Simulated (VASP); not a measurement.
Write the native input for VASP 6.6.1 that does the following.

| Property | Result |
| --- | --- |
| Task | electric field gradients |
| Functional | PBE |
| Potentials or basis | VASP PAW PBE potentials, release 64 (K_sv, Br) |
| Cutoff | 520 eV |
| k mesh | 11 × 11 × 11 |
| Occupations | fermi-dirac, width 0.08 eV |
| Spin | no spin polarisation |
| Dipole correction | no |
| Further INCAR settings | ALGO = Normal; EDIFF = 1e-08; NBANDS = 15 |

The structure of KBr (zincblende type) lies in POSCAR:

```
KBr
1.0
    0.0000000000      3.7756006816      3.7756006816
    3.7756006816      0.0000000000      3.7756006816
    3.7756006816      3.7756006816      0.0000000000
K Br
1 1
Direct
    0.0000000000      0.0000000000      0.0000000000
    0.2500000000      0.2500000000      0.2500000000
```

This cell differs from its parent crystal: volume scaled by 1.05.

These files were run (other wordings do the same):

INCAR

```
PREC     = Accurate       # precision mode
ENCUT    = 520            # plane-wave cutoff, eV
EDIFF    = 1E-8           # SCF threshold, eV
ISMEAR   = -1             # smearing method
SIGMA    = 0.08           # smearing width, eV
LREAL    = False          # projectors in reciprocal space
LASPH    = True           # aspherical terms in the spheres
NELM     = 60             # most SCF steps
ALGO     = Normal         # electronic algorithm
ISIF     = 2              # what is computed and relaxed
LWAVE    = False          # write WAVECAR
LCHARG   = False          # write CHGCAR
GGA      = PE             # functional
LEFG     = True         
NBANDS   = 15             # bands
```

KPOINTS

```
Automatic mesh
0
Gamma
  11 11 11
```

Potentials or basis: VASP PAW PBE potentials, release 64 (K_sv, Br).

Command:

```console
$ cat potpaw_PBE.64/K_sv/POTCAR potpaw_PBE.64/Br/POTCAR > POTCAR
$ mpirun -np 1 vasp_std > vasp.out
```

Results of the run:

```json
{
 "Pressure": "-0.3 GPa",
 "Band gap on the k mesh": "4.16 eV, indirect (least direct gap 4.17 eV)"
}
```

Caveat: without QUAD_EFG the Cq values of the log hold for a quadrupole moment of 1 mb, not for the nuclei.

It took 36 s on 1 thread of Intel(R) Xeon(R) 6975P-C (Granite Rapids), on a shared host, peak memory 0.29 GiB.
